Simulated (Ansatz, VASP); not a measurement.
**MnHg3: VASP beside Ansatz**

Contents of INCAR:

```
SYSTEM = MnHg3
PREC     = Accurate       ! precision mode
ENCUT    = 520            ! plane-wave cutoff, eV
EDIFF    = 1E-6           ! SCF threshold, eV
ISMEAR   = 0              ! smearing method
SIGMA    = 0.1            ! smearing width, eV
LREAL    = .FALSE.        ! projectors in reciprocal space
LASPH    = .TRUE.         ! aspherical terms in the spheres
NELM     = 150            ! most SCF steps
ALGO     = Normal         ! electronic algorithm
ISIF     = 2              ! what is computed and relaxed
LWAVE    = .FALSE.        ! write WAVECAR
LCHARG   = .FALSE.        ! write CHGCAR
ISPIN    = 2              ! spin polarisation
MAGMOM   = 4 0 0 0        ! initial moments
LORBIT   = 11             ! projections on sites
LMAXMIX  = 4              ! l up to which the mixer works
GGA      = PE             ! functional
NBANDS   = 36             ! bands
```

The input KPOINTS:

```
Automatic mesh
0
G
  5 5 5
  0 0 0
```

File POSCAR:

```
MnHg3
1.0
    4.5604587081      0.0000000000      0.0000000000
    0.0000000000      4.5604587081      0.0000000000
    0.0000000000      0.0000000000      4.5604587081
Mn Hg
1 3
Direct
    0.0000000000      0.0000000000      0.0000000000
    0.5000000000      0.0000000000      0.5000000000
    0.0000000000      0.5000000000      0.5000000000
    0.5000000000      0.5000000000      0.0000000000
```

Input for Ansatz:

```yaml
crystal:
  lattice:
    - [4.560458708068912, 0.0, 0.0]
    - [0.0, 4.560458708068912, 0.0]
    - [0.0, 0.0, 4.560458708068912]
  atoms:
    - { symbol: Mn, position: [0.0, 0.0, 0.0], spin: 4.0 }
    - { symbol: Hg, position: [0.5, 0.0, 0.5] }
    - { symbol: Hg, position: [0.0, 0.5, 0.5] }
    - { symbol: Hg, position: [0.5, 0.5, 0.0] }
basis:
  ecutwfc: 500.0
kpoints:
  mp_grid:
    grid: [5, 5, 5]
magnetization:
  spin_polarized: true
scf:
  occupations:
    method: gaussian
    width: 0.1
```

Alike in both runs: task single point; functional PBE; k mesh 5 × 5 × 5; occupations gaussian, width 0.1 eV; collinear spin.

|  | VASP | Ansatz |
| --- | --- | --- |
| version | VASP 6.6.1 | Ansatz 0.2.0 |
| potentials or method | VASP PAW PBE potentials, release 64 (Mn_pv, Hg), cutoff 520 eV | plane waves, PAW |
| valence electrons in the cell | 49 | 75 |

|  | VASP | Ansatz | Ansatz less VASP |
| --- | --- | --- | --- |
| net moment per atom (μB) | 1.07 | 1.07 | 0.000 |
| size of the moment on the site where the two differ most (μB) | 4.17 | 4.36 | +0.188 |

Site moments also hang on the region over which each program counts them. VASP's potentials hold 49 valence electrons a cell and Ansatz's 75, so a difference there can come from the potentials and not from the codes.

Neither program's run includes spin-orbit coupling.
